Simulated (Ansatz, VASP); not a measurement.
**Two plane-wave programs on LiNbO3**

The input POSCAR:

```
LiNbO3
1.0
    3.4110247460      0.0000000000      0.0000000000
    0.0000000000      3.4110247460      0.0000000000
    0.0000000000      0.0000000000      3.4110247460
Li Nb O
1 1 3
Direct
    0.5000000000      0.5000000000      0.5000000000
    0.0000000000      0.0000000000      0.0000000000
    0.0000000000      0.5000000000      0.5000000000
    0.5000000000      0.0000000000      0.5000000000
    0.5000000000      0.5000000000      0.0000000000
```

INCAR.step1

```
SYSTEM = LiNbO3
PREC     = Accurate       ! precision mode
ENCUT    = 1480           ! plane-wave cutoff, eV
ISMEAR   = 0              ! smearing method
SIGMA    = 0.1            ! smearing width, eV
LREAL    = .False.        ! projectors in reciprocal space
LASPH    = .True.         ! aspherical terms in the spheres
NELM     = 120            ! most SCF steps
NBANDS   = 25             ! bands
GGA      = PE             ! functional
ALGO     = Normal         ! electronic algorithm
EDIFF    = 1E-5           ! SCF threshold, eV
LWAVE    = .True.         ! write WAVECAR
LCHARG   = .False.        ! write CHGCAR
GGA_COMPAT= .False.
```

INCAR.step2

```
SYSTEM = LiNbO3
PREC     = Accurate       ! precision mode
ENCUT    = 1480           ! plane-wave cutoff, eV
EDIFF    = 1E-6           ! SCF threshold, eV
ISMEAR   = 0              ! smearing method
SIGMA    = 0.1            ! smearing width, eV
LREAL    = .False.        ! projectors in reciprocal space
LASPH    = .True.         ! aspherical terms in the spheres
NELM     = 120            ! most SCF steps
ALGO     = Normal         ! electronic algorithm
ISIF     = 2              ! what is computed and relaxed
LWAVE    = .False.        ! write WAVECAR
LCHARG   = .False.        ! write CHGCAR
METAGGA  = R2SCAN         ! meta-GGA
LMIXTAU  = .True.       
NBANDS   = 25             ! bands
ISTART   = 1            
GGA_COMPAT= .False.
```

The input KPOINTS:

```
regular mesh
0
Gamma
  8 8 8
  0 0 0
```

Input for Ansatz:

```yaml
crystal:
  lattice:
    - [3.411024746, 0.0, 0.0]
    - [0.0, 3.411024746, 0.0]
    - [0.0, 0.0, 3.411024746]
  atoms:
    - { symbol: Li, position: [0.5, 0.5, 0.5] }
    - { symbol: Nb, position: [0.0, 0.0, 0.0] }
    - { symbol: O, position: [0.0, 0.5, 0.5] }
    - { symbol: O, position: [0.5, 0.0, 0.5] }
    - { symbol: O, position: [0.5, 0.5, 0.0] }
basis:
  ecutwfc: 500
kpoints:
  mp_grid: { grid: [8, 8, 8] }
hamiltonian:
  xc: r2scan
scf:
  occupations: { method: gaussian, width: 0.1 }
output:
  forces: true
  stress: true
  eigenvalues: true
```

Alike in both runs: task single point; functional r2SCAN; k mesh 8 × 8 × 8; occupations gaussian, width 0.1 eV; no spin polarisation.

|  | VASP | Ansatz |
| --- | --- | --- |
| version | VASP 6.6.1 | Ansatz 0.2.0 |
| potentials or method | VASP PAW PBE potentials, release 64 (Li_sv, Nb_sv, O_h), cutoff 1480 eV | scalar-relativistic, plane waves, PAW |
| valence electrons in the cell | 34 | 34 |

VASP gave:

```
gap on the k mesh at the Fermi level (eV) : none
pressure (GPa)                            : 1.7
```

Task: Which values does Ansatz return?

Result: gap on the k mesh at the Fermi level (eV): none; pressure (GPa): 0.0.

VASP's potentials were made for PBE, not for r2SCAN. A gap of «none» marks a metal or a gap that the smearing closes. The functional is the same, so the differences come from potentials, cutoffs and numerics.
